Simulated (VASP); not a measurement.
Wanted: the native input for a VASP 6.6.1 run.

```yaml
Task: single point
Functional: PBE
Potentials_or_basis: VASP PAW PBE potentials, release 64 (Ge_d, W_sv)
Cutoff: 520 eV
k_mesh: 16 × 16 × 8
Occupations: gaussian, width 0.1 eV
Spin: no spin polarisation
Dipole_correction: no
Further_INCAR_settings: ALGO = Fast; EDIFF = 1e-06; NBANDS = 28
```

The structure of GeW2 lies in POSCAR:

```
GeW2
1.0
    3.0768773454      0.0000000000      0.0000000000
    0.0000000000      3.0768773454      0.0000000000
    0.0000000000      0.0000000000      5.4700330585
Ge W
1 2
Direct
    0.0000000000      0.0000000000      0.0000000000
    0.5000000000      0.5000000000      0.2753307707
    0.5000000000      0.5000000000      0.7246692293
```

The cell was generated, and may not be a known phase.

These files were run (other wordings do the same):

INCAR

```
SYSTEM = GeW2
ALGO = Fast
EDIFF = 1E-6
ENCUT = 520
GGA = PE
ISIF = 2
ISMEAR = 0
LASPH = .TRUE.
LCHARG = .FALSE.
LREAL = .FALSE.
LWAVE = .FALSE.
NBANDS = 28
NELM = 60
PREC = Accurate
SIGMA = 0.1
```

KPOINTS

```
k-points
0
G
  16 16 8
  0 0 0
```

Potentials or basis: VASP PAW PBE potentials, release 64 (Ge_d, W_sv).

Run with:

```bash
$ cat potpaw_PBE.64/Ge_d/POTCAR potpaw_PBE.64/W_sv/POTCAR > POTCAR
$ mpirun -np 1 vasp_std > vasp.out
```

Results of the run:

* Pressure: 0.5 GPa
* Largest force: 0.053 eV/Å
* Band gap on the k mesh: zero (bands 21 and 22 overlap by 2.15 eV)

Caveat: spin-orbit coupling is left out, which moves the levels of the heavy elements.

Run time: 8.1 min on 1 thread of Intel Xeon 8259CL, on a shared host, peak memory 0.39 GiB.
